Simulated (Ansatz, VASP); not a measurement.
## Br in VASP and in Ansatz

The input INCAR:

```
SYSTEM = Br
PREC     = Accurate       ! precision mode
ENCUT    = 520            ! plane-wave cutoff, eV
EDIFF    = 1E-7           ! SCF threshold, eV
ISMEAR   = -1             ! smearing method
SIGMA    = 0.1            ! smearing width, eV
LREAL    = .False.        ! projectors in reciprocal space
LASPH    = .True.         ! aspherical terms in the spheres
NELM     = 60             ! most SCF steps
ALGO     = Normal         ! electronic algorithm
ISIF     = 2              ! what is computed and relaxed
LWAVE    = .False.        ! write WAVECAR
LCHARG   = .False.        ! write CHGCAR
NBANDS   = 18             ! bands
```

Contents of KPOINTS:

```
regular mesh
0
Gamma
  8 8 8
  0 0 0
```

The input POSCAR:

```
Br
1.0
    4.5210126667      0.0000000000      0.0000000000
    0.0000000000      4.5210126667      0.0000000000
    0.0000000000      0.0000000000      4.5976400000
Br
3
Direct
    0.5000000000      0.0000000000      0.0000000000
    0.0000000000      0.5000000000      0.0000000000
    0.0000000000      0.0000000000      0.5000000000
```

Input for Ansatz:

```yaml
crystal:
  lattice:
    - [4.521012666666667, 0.0, 0.0]
    - [0.0, 4.521012666666667, 0.0]
    - [0.0, 0.0, 4.59764]
  atoms:
    - { symbol: Br, position: [0.5, 0.0, 0.0] }
    - { symbol: Br, position: [0.0, 0.5, 0.0] }
    - { symbol: Br, position: [0.0, 0.0, 0.5] }
basis:
  ecutwfc: 520.0
kpoints:
  mp_grid:
    grid: [8, 8, 8]
hamiltonian:
  xc: lda
  pseudopotentials:
    kind: paw
scf:
  occupations:
    method: fermi_dirac
    width: 0.1
output:
  stress: true
```

Alike in both runs: task single point; functional LDA; k mesh 8 × 8 × 8; occupations fermi-dirac, width 0.1 eV; no spin polarisation.

```csv
,VASP,Ansatz
version,VASP 6.6.1,Ansatz 0.2.0
potentials or method,"VASP PAW LDA potentials, release 64 (Br), cutoff 520 eV","plane waves, PAW"
valence electrons in the cell,21,21
```

|  | VASP | Ansatz | Ansatz less VASP |
| --- | --- | --- | --- |
| pressure (GPa) | -3.3 | -3.3 | -0.03 |
| traceless stress, the component that is largest in VASP (GPa) | 0.12 | 0.12 | +0.002 |

LDA's correlation is that of Perdew and Zunger in VASP and of Perdew and Wang (1992) in Ansatz.
